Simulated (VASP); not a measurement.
CsCl: single point with r2SCAN

Crystal: CsCl.

```
CELL_PARAMETERS angstrom
4.09885 0.00000 0.00000
0.00000 4.09885 0.00000
0.00000 0.00000 4.09885
ATOMIC_POSITIONS crystal
Cs 0.00000 0.00000 0.00000
Cl 0.50000 0.50000 0.50000
```

This cell differs from its parent crystal: volume changed by -3%.

| Item | Value |
| --- | --- |
| Program | VASP 6.6.1 |
| Task | single point |
| Functional | r2SCAN |
| Potentials or basis | VASP PAW PBE potentials, release 64 (Cs_sv, Cl) |
| Cutoff | 550 eV |
| k mesh | 6 × 6 × 6 |
| Occupations | gaussian, width 0.01 eV |
| Spin | no spin polarisation |

```
Pressure               : 0.6 GPa
Band gap on the k mesh : 5.88 eV, direct
```

Levels at points of the mesh, in eV from the valence-band top:
```tsv
k point	band 5	band 6	band 7	band 8	band 9	band 10	band 11	band 12
(0.00, 0.00, 0.00)	-5.96	0.00	0.00	0.00	5.88	5.88	6.15	10.81
(0.50, 0.00, 0.00)	-5.81	-1.19	-0.25	-0.25	6.95	8.40	9.78	9.89
(0.50, 0.50, 0.00)	-5.72	-0.44	-0.44	-0.07	6.58	6.67	8.66	8.66
(0.50, 0.50, 0.50)	-6.52	-1.15	-1.15	-1.15	9.26	9.26	9.26	11.43
```

Run time: 22 s on 1 thread of Intel(R) Xeon(R) 6975P-C (Granite Rapids), on a shared host, peak memory 0.19 GiB.

Caveat: the PAW data sets were made with another functional, which shifts forces and pressure a little; spin-orbit coupling is left out, which moves the levels of the heavy elements. A k mesh can miss the band edges.
